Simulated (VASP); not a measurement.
Wanted: the native input for a VASP 6.6.1 run.

```yaml
Task: single point
Functional: PBEsol
Potentials_or_basis: VASP PAW PBE potentials, release 64 (Ti_sv, As)
Cutoff: 520 eV
k_mesh: 5 × 5 × 3
Occupations: fermi-dirac, width 0.1 eV
Spin: non-collinear spin, typed start, spin-orbit coupling
Starting_moments: "[[0.0, 0.0, 1.0], [0.0, 0.0, 1.0], [0.0, 0.0, 1.0], [0.0, 0.0, 1.0], [0.0, 0.0, 0.0], [0.0, 0.0, 0.0]] μB"
Dipole_correction: no
Further_INCAR_settings: ALGO = Normal; EDIFF = 1e-07; NBANDS = 74
```

The structure of Ti2As lies in POSCAR:

```
Ti2As
1.0
    3.5719692310      0.0000000000      0.0000000000
    0.0000000000      3.5719692310      0.0000000000
    0.0000000000      0.0000000000      7.0432929143
Ti As
4 2
Direct
    0.0000000000      0.0000000000      0.0000000000
    0.5000000000      0.5000000000      0.0000000000
    0.0000000000      0.5000000000      0.3648957597
    0.5000000000      0.0000000000      0.6351042403
    0.0000000000      0.5000000000      0.7293266167
    0.5000000000      0.0000000000      0.2706733833
```

One way to write it, as run:

INCAR

```
SYSTEM = Ti2As
PREC = Accurate
ENCUT = 520
EDIFF = 1E-7
ISMEAR = -1
SIGMA = 0.1
LREAL = .FALSE.
LASPH = .TRUE.
NELM = 150
ALGO = Normal
ISIF = 2
LWAVE = .FALSE.
LCHARG = .TRUE.
MAGMOM = 0 0 1 0 0 1 0 0 1 0 0 1 0 0 0 0 0 0
LORBIT = 11
LSORBIT = .TRUE.
GGA_COMPAT = .FALSE.
LORBMOM = .TRUE.
LMAXMIX = 4
GGA = PS
LVHAR = .TRUE.
NBANDS = 74
```

KPOINTS

```
Automatic mesh
0
G
  5 5 3
  0 0 0
```

Potentials or basis: VASP PAW PBE potentials, release 64 (Ti_sv, As).

The run is started by

```bash
$ cat potpaw_PBE.64/Ti_sv/POTCAR potpaw_PBE.64/As/POTCAR > POTCAR
$ mpirun -np 1 vasp_ncl > vasp.out
```

It gave:

* Pressure: 5.4 GPa
* Largest force: 0.007 eV/Å
* Net moment: 0.00 μB per cell
* Valence electrons inside the program's atomic spheres: Ti 10.56, 10.27; As 2.97

Caveat: the PAW data sets were made with another functional, which shifts forces and pressure a little.

It took 3.6 min on 1 thread of Intel(R) Xeon(R) Platinum 8488C (Sapphire Rapids), on a shared host, peak memory 0.42 GiB.
